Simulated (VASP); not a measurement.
# AlN (F-43m) in VASP: relaxation of cell and atoms with PBEsol

Aim: the relaxation of cell and atoms of AlN with PBEsol.

Everything below comes from runs of VASP 6.6.1. Logs are shortened: lines on timing, memory, paths and dates and some standing lists are left out, and cuts for length are marked.

### 1 The cell of the first run

It takes space group F-43m (No. 216, cubic). The conventional cell has a = 4.368 Å, b = 4.368 Å, c = 4.368 Å, α = 90.00°, β = 90.00°, γ = 90.00°. Al (site symmetry -43m) has 4 N at 1.89 Å within 2.5 Å. N (site symmetry -43m) has 4 Al at 1.89 Å within 2.5 Å.

### 2 Relaxation of cell and atoms, PBEsol

The input, INCAR:

```
PREC     = Accurate       # precision mode
ENCUT    = 600            # plane-wave cutoff, eV
EDIFF    = 1E-7           # SCF threshold, eV
ISMEAR   = -1             # smearing method
SIGMA    = 0.05           # smearing width, eV
LREAL    = F              # projectors in reciprocal space
LASPH    = T              # aspherical terms in the spheres
NELM     = 80             # most SCF steps
ALGO     = Normal         # electronic algorithm
ISIF     = 3              # what is computed and relaxed
LWAVE    = F              # write WAVECAR
LCHARG   = F              # write CHGCAR
GGA      = PS             # functional
IBRION   = 2              # ionic algorithm
NSW      = 100            # ionic steps
EDIFFG   = -0.002         # ionic threshold
```

The input, KPOINTS:

```
Automatic mesh
0
Gamma
  14 14 14
```

The input, POSCAR:

```
AlN
1.0
    2.1839935596      2.1839935596      0.0000000000
   -2.1839935596      2.1839935596      0.0000000000
    0.0000000000      2.1839935596      2.1839935596
Al N
1 1
Direct
    0.0000000000      0.0000000000      0.0000000000
    0.2500000000      0.7500000000      0.5000000000
```

Potentials or basis: VASP PAW PBE potentials, release 64 (Al, N).

Command:

```bash
$ cat potpaw_PBE.64/Al/POTCAR potpaw_PBE.64/N/POTCAR > POTCAR
$ mpirun -np 1 vasp_std > vasp.out
```

OUTCAR:

```text
PREC = Accurate
   ENCUT = 600
   EDIFF = 1E-7
   ISMEAR = -1
   LREAL = F
   LASPH = T
   NELM = 80
   ISIF = 3
   GGA = PS
   IBRION = 2
   NSW = 100
   EDIFFG = -0.002

 ion  position               nearest neighbor table
   1  0.000  0.000  0.000-   2 1.89   2 1.89   2 1.89   2 1.89
   2  0.250  0.750  0.500-   1 1.89   1 1.89   1 1.89   1 1.89

  LATTYP: Found a face centered cubic cell.
 ALAT       =     4.3679871192

  Lattice vectors:

 A1 = (   0.0000000000,   2.1839935596,   2.1839935596)
 A2 = (   2.1839935596,   0.0000000000,   2.1839935596)
 A3 = (   2.1839935596,   2.1839935596,   0.0000000000)

Analysis of symmetry for initial positions (statically):
=====================================================================
 Subroutine PRICEL returns:
 Original cell was already a primitive cell.

 Routine SETGRP: Setting up the symmetry group for a
 face centered cubic supercell.

 Subroutine GETGRP returns: Found 24 space group operations
 (whereof 24 operations were pure point group operations)
 out of a pool of 48 trial point group operations.

The static configuration has the point symmetry T_d .

Analysis of symmetry for dynamics (positions and initial velocities):
=====================================================================
 Subroutine PRICEL returns:
 Original cell was already a primitive cell.

 Routine SETGRP: Setting up the symmetry group for a
 face centered cubic supercell.

 Subroutine GETGRP returns: Found 24 space group operations
 (whereof 24 operations were pure point group operations)
 out of a pool of 48 trial point group operations.

The dynamic configuration has the point symmetry T_d .

 Subroutine INISYM returns: Found 24 space group operations
 (whereof 24 operations are pure point group operations),
 and found     1 'primitive' translations

----------------------------------------------------------------------------------------

                                     Primitive cell

  volume of cell :      20.8345

  direct lattice vectors                    reciprocal lattice vectors
     2.183993560  2.183993560  0.000000000     0.228938404  0.228938404 -0.228938404
    -2.183993560  2.183993560  0.000000000    -0.228938404  0.228938404 -0.228938404
     0.000000000  2.183993560  2.183993560     0.000000000  0.000000000  0.457876808

  length of vectors
     3.088633312  3.088633312  3.088633312     0.396532948  0.396532948  0.457876808
[... 96 lines left out ...]
   ISMEAR =    -1;   SIGMA  =   0.05  broadening in eV -4-tet -1-fermi 0-gaus
   EFERMI_NEDOS =   21; number of points for ismear=-14 and -15
   IALGO  =     38    algorithm
   IMIX   =      4    mixing-type and parameters
     AMIX     =   0.40;   BMIX     =  1.00
     AMIX_MAG =   1.60;   BMIX_MAG =  1.00
  volume/ion in A,a.u.               =      10.42        70.30
  Fermi-wavevector in a.u.,A,eV,Ry     =   1.189899  2.248583 19.263943  1.415860
  Thomas-Fermi vector in A             =   2.325996
   LORBIT       =      0    0 simple, 1 ext, 2 COOP (PROOUT), +10 PAW based schemes
   GGA     = PS    functional components
   LHFCALC =     F    Hartree Fock is set to
   AEXX    =    0.0000 exact exchange contribution
   IVDW    =     0    specifies the selected vdW correction
   LEPSILON=     F    determine dielectric tensor
   LRPA    =     F    only Hartree local field effects (RPA)
 conjugate gradient relaxation of ions
 non-spin polarized calculation
  energy-cutoff  :      600.00
  volume of cell :       20.83
 maximum number of plane-waves:       725
 NGX is ok and might be reduce to    28
   NGX = 13   NGY = 13   NGZ = 13

--------------------------------------- Ionic step        1  -------------------------------------------

 number of electron       7.9999999 magnetization

 Free energy of the ion-electron system (eV)
  ---------------------------------------------------
  ext. energy  EPLUGINS =         0.00000000
  ---------------------------------------------------
  free energy    TOTEN  =       -15.61239270 eV

  energy without entropy =      -15.61239270  energy(sigma->0) =      -15.61239270

------------------------ aborting loop because EDIFF is reached ----------------------------------------

  FORCE on cell =-STRESS in cart. coord.  units (eV):
  Direction    XX          YY          ZZ          XY          YZ          ZX
  --------------------------------------------------------------------------------------
  -------------------------------------------------------------------------------------
  Total        0.1571567      0.1571567      0.1571567      0.0000000     -0.0000000      0.0000000
  in kB       12.0853557     12.0853557     12.0853557      0.0000000     -0.0000000      0.0000000
  external PRESSURE =      12.0853557 kB  Pullay stress =       0.0000000 kB
[... 59 lines left out ...]
--------------------------------------- Ionic step        3  -------------------------------------------

 number of electron       7.9999999 magnetization

 Free energy of the ion-electron system (eV)
  ---------------------------------------------------
  ext. energy  EPLUGINS =         0.00000000
  ---------------------------------------------------
  free energy    TOTEN  =       -15.61285409 eV

  energy without entropy =      -15.61285409  energy(sigma->0) =      -15.61285409

 E-fermi :   6.8075     XC(G=0): -11.1035

 val. band max:        5.8221206429   @ k =   0.0000   0.0000   0.0000
 cond. band min:       9.0068026253   @ k =   0.5000   0.5000   0.0000
 fundamental gap:      3.1846819823
 Fermi energy:         6.8074630420

 k-point     1 :       0.0000    0.0000    0.0000
  band No.  band energies     occupation
      1      -9.1023      2.00000
      2       5.8221      2.00000
      3       5.8221      2.00000
      4       5.8221      2.00000
      5       9.9034      0.00000
      6      18.2336      0.00000
      7      18.2336      0.00000
      8      18.2336      0.00000
[... 243 lines left out ...]
 k-point    24 :       0.2857    0.1429    0.0000
  band No.  band energies     occupation
      1      -7.5118      2.00000
      2       1.4009      2.00000
      3       4.3441      2.00000
      4       5.4855      2.00000
      5      13.3820      0.00000
      6      15.1746      0.00000
      7      17.3752      0.00000
      8      17.7449      0.00000

 [... further k-points ...]

------------------------ aborting loop because EDIFF is reached ----------------------------------------

  FORCE on cell =-STRESS in cart. coord.  units (eV):
  Direction    XX          YY          ZZ          XY          YZ          ZX
  --------------------------------------------------------------------------------------
  -------------------------------------------------------------------------------------
  Total        0.0009132      0.0009132      0.0009132      0.0000000      0.0000000      0.0000000
  in kB        0.0698133      0.0698133      0.0698133      0.0000000      0.0000000      0.0000000
  external PRESSURE =       0.0698133 kB  Pullay stress =       0.0000000 kB
[... 17 lines left out ...]
  FREE ENERGIE OF THE ION-ELECTRON SYSTEM (eV)
  ---------------------------------------------------
  free  energy   TOTEN  =       -15.6128540892 eV

  energy  without entropy=      -15.6128540891  energy(sigma->0) =      -15.61285409

 reached required accuracy - stopping structural energy minimisation
```

OSZICAR:

```text
N       E                     dE             d eps       ncg     rms          rms(c)
DAV:   1     0.139196981158E+02    0.13920E+02   -0.44365E+03  1728   0.951E+02
DAV:   2    -0.171711129326E+02   -0.31091E+02   -0.29875E+02  2248   0.165E+02
DAV:   3    -0.178427852849E+02   -0.67167E+00   -0.67167E+00  1960   0.301E+01
[... 22 lines left out ...]
DAV:   2    -0.156128649743E+02    0.67666E-03   -0.39870E-03  1728   0.447E-01    0.412E-02
DAV:   3    -0.156128583736E+02    0.66007E-05   -0.55791E-05  1960   0.827E-02    0.141E-02
DAV:   4    -0.156128543622E+02    0.40114E-05   -0.23642E-06  2200   0.135E-02    0.641E-03
DAV:   5    -0.156128540408E+02    0.32143E-06   -0.63264E-07  1856   0.713E-03    0.331E-03
DAV:   6    -0.156128540892E+02   -0.48415E-07   -0.60774E-09   896   0.847E-04
   3 F= -.15612854E+02 E0= -.15612854E+02  d E =-.461391E-03
```

CONTCAR:

```text
AlN
   1.00000000000000
     2.1882919156473974    2.1882919156473974    0.0000000000000000
    -2.1882919156473974    2.1882919156473974   -0.0000000000000000
     0.0000000000000000    2.1882919156473974    2.1882919156473974
  Al              N
     1     1
Direct
     0.0000000000000000    0.0000000000000000    0.0000000000000000
     0.2500000000000000    0.7500000000000000    0.5000000000000000

  0.00000000E+00  0.00000000E+00  0.00000000E+00
  0.00000000E+00  0.00000000E+00  0.00000000E+00
```

Wall time 77 s (1 thread of Intel Xeon 8259CL, shared host); peak memory 0.17 GiB.

Results:

| Item | Value |
| --- | --- |
| Free energy | -15.6129 eV |
| Relaxed volume | 10.48 Å³/atom |
| Relaxed cell | a = 3.095 Å, b = 3.095 Å, c = 3.095 Å, α = 60.00°, β = 60.00°, γ = 90.00° |
| Space group after relaxing (to 0.1 Å) | F-43m (No. 216) |
| Energy gained by relaxing | 0.2 meV/atom |
| Ionic steps | 3 |
| Pressure after relaxing | 0.0 GPa |
| Band gap on the k mesh | 3.18 eV (least direct gap 4.08 eV) |

The path:
```csv
step,energy change (eV),largest force (eV/Å),pressure (GPa),volume (Å³)
1,0.0000,0.0000,1.21,20.83
2,-0.0001,0.0000,-1.08,21.07
3,-0.0005,0.0000,0.01,20.96
```

Final structure:
```
CELL_PARAMETERS angstrom
2.18829 2.18829 0.00000
-2.18829 2.18829 0.00000
0.00000 2.18829 2.18829
ATOMIC_POSITIONS crystal
Al 0.00000 0.00000 0.00000
N 0.25000 0.75000 0.50000
```

Caveat: the PAW data sets were made with another functional, which shifts forces and pressure a little.
